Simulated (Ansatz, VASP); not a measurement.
# Two plane-wave programs on Te

```
Te
1.0
     3.22381    0.00000    0.00000
     0.00000    5.47103    0.00000
     0.00000    0.00000    6.44462
Te
3
Direct
  0.00000 0.00000 0.25952
  0.00000 0.00000 0.74048
  0.00000 0.50000 0.00000
```

Alike in both runs: functional PBE; k mesh 14 × 8 × 8; occupations gaussian, width 0.1 eV; no spin polarisation.

Ansatz relaxed the structure, and its values are those at the end. VASP's run is a single point on that final structure, the one shown.

|  | VASP | Ansatz |
| --- | --- | --- |
| version | VASP 6.6.1 | Ansatz 0.2.0 |
| potentials or method | VASP PAW PBE potentials, release 64 (Te), cutoff 520 eV | scalar-relativistic, plane waves, PAW |
| valence electrons in the cell | 18 | 48 |

|  | VASP | Ansatz | Ansatz less VASP |
| --- | --- | --- | --- |
| gap on the k mesh at the Fermi level (eV) | none | none | - |
| pressure (GPa) | -0.1 | 0.0 | +0.04 |
| rms of the force components (eV/Å) | 0.005 | 0.004 | -0.0012 |

A gap of «none» marks a metal or a gap that the smearing closes. With one functional, cell and mesh, what is left measures potentials, basis and numerics. VASP's potentials hold 18 valence electrons a cell and Ansatz's 48, so a difference there can come from the potentials and not from the codes.

Neither program's run includes spin-orbit coupling.
